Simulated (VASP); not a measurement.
The system is SnO2.

```
CELL_PARAMETERS angstrom
4.73727 0.00000 0.00000
0.00000 4.73727 0.00000
0.00000 0.00000 3.18638
ATOMIC_POSITIONS crystal
Sn 0.00000 0.00000 0.00000
Sn 0.50000 0.50000 0.50000
O 0.30540 0.30540 0.00000
O 0.19460 0.80540 0.50000
O 0.69460 0.69460 0.00000
O 0.80540 0.19460 0.50000
```

Base run:

* Program: VASP 6.6.1
* Functional: PBE
* Potentials or basis: VASP PAW PBE potentials, release 64 (Sn_d, O)
* Cutoff: 520 eV
* k mesh: 5 × 5 × 8
* Occupations: gaussian, width 0.01 eV
* Spin: no spin polarisation

Its results: band gap on the k mesh 1.24 eV; pressure 11.5 GPa; largest force 0.016 eV/Å.

Problem. The run is repeated on the same cell with these changes: functional from PBE to r2SCAN; further incar settings from ALGO = Normal; EDIFF = 1e-06; NBANDS = 35 to ALGO = Normal; EDIFF = 1e-08; NBANDS = 35. What comes out?

Solution. Band gap on the k mesh 1.95 eV; pressure 4.2 GPa; largest force 0.006 eV/Å.

Caveats: the cell stands under pressure; spin-orbit coupling is left out, which moves the levels of the heavy elements; the PAW data sets were made with another functional, which shifts forces and pressure a little (at least some runs).

